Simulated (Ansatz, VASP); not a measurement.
# One calculation of SrO, two programs

The input POSCAR:

```
SrO
1.0
    4.2268907573      0.0000000000      0.0000000000
   -2.1134453786      3.6605947748      0.0000000000
    0.0000000000      0.0000000000      5.0924892147
Sr O
2 2
Direct
    0.3333333333      0.6666666667      0.2500000000
    0.6666666667      0.3333333333      0.7500000000
    0.6666666667      0.3333333333      0.2500000000
    0.3333333333      0.6666666667      0.7500000000
```

Contents of INCAR.step1:

```
SYSTEM = SrO
PREC     = Accurate       ! precision mode
ENCUT    = 520            ! plane-wave cutoff, eV
ISMEAR   = 0              ! smearing method
SIGMA    = 0.01           ! smearing width, eV
LREAL    = .False.        ! projectors in reciprocal space
LASPH    = .True.         ! aspherical terms in the spheres
NELM     = 100            ! most SCF steps
NBANDS   = 24             ! bands
GGA      = PE             ! functional
ALGO     = Normal         ! electronic algorithm
EDIFF    = 1E-4           ! SCF threshold, eV
LWAVE    = .True.         ! write WAVECAR
LCHARG   = .False.        ! write CHGCAR
```

INCAR.step2

```
SYSTEM = SrO
PREC     = Accurate       ! precision mode
ENCUT    = 520            ! plane-wave cutoff, eV
EDIFF    = 1E-7           ! SCF threshold, eV
ISMEAR   = 0              ! smearing method
SIGMA    = 0.01           ! smearing width, eV
LREAL    = .False.        ! projectors in reciprocal space
LASPH    = .True.         ! aspherical terms in the spheres
NELM     = 100            ! most SCF steps
ALGO     = Normal         ! electronic algorithm
ISIF     = 2              ! what is computed and relaxed
LWAVE    = .False.        ! write WAVECAR
LCHARG   = .True.         ! write CHGCAR
METAGGA  = R2SCAN         ! meta-GGA
LMIXTAU  = .True.       
LELF     = .True.         ! ELF
LVHAR    = .True.       
NBANDS   = 24             ! bands
ISTART   = 1
```

Contents of KPOINTS:

```
regular mesh
0
Gamma
  6 6 4
  0 0 0
```

Input for Ansatz:

```yaml
crystal:
  lattice:
    - [4.2268907573, 0.0, 0.0]
    - [-2.1134453786, 3.6605947748, 0.0]
    - [0.0, 0.0, 5.0924892147]
  atoms:
    - { symbol: Sr, position: [0.3333333333, 0.6666666667, 0.25] }
    - { symbol: Sr, position: [0.6666666667, 0.3333333333, 0.75] }
    - { symbol: O, position: [0.6666666667, 0.3333333333, 0.25] }
    - { symbol: O, position: [0.3333333333, 0.6666666667, 0.75] }
kpoints:
  mp_grid: { grid: [6, 6, 4] }
hamiltonian:
  xc: r2scan
scf:
  occupations: { method: fixed }
  n_extra_bands: 5
output:
  forces: true
  stress: true
  eigenvalues: true
```

Alike in both runs: task single point; functional r2SCAN; k mesh 6 × 6 × 4; no spin polarisation.

|  | VASP | Ansatz |
| --- | --- | --- |
| version | VASP 6.6.1 | Ansatz 0.2.0 |
| potentials or method | VASP PAW PBE potentials, release 64 (Sr_sv, O) | plane waves, PAW |
| plane-wave cutoff (eV) | 520 | 500 |
| occupations | gaussian, width 0.01 eV | fixed |
| valence electrons in the cell | 32 | 32 |

VASP gave:

- gap on the k mesh at the Fermi level (eV): 3.12
- pressure (GPa): 3.0
- traceless stress, the component that is largest in VASP (GPa): 0.19

**Question.** Which values does Ansatz return?

**Answer.** gap on the k mesh at the Fermi level (eV): 3.13; pressure (GPa): 2.5; traceless stress, the component that is largest in VASP (GPa): 0.19.

VASP's potentials were made for PBE, not for r2SCAN.
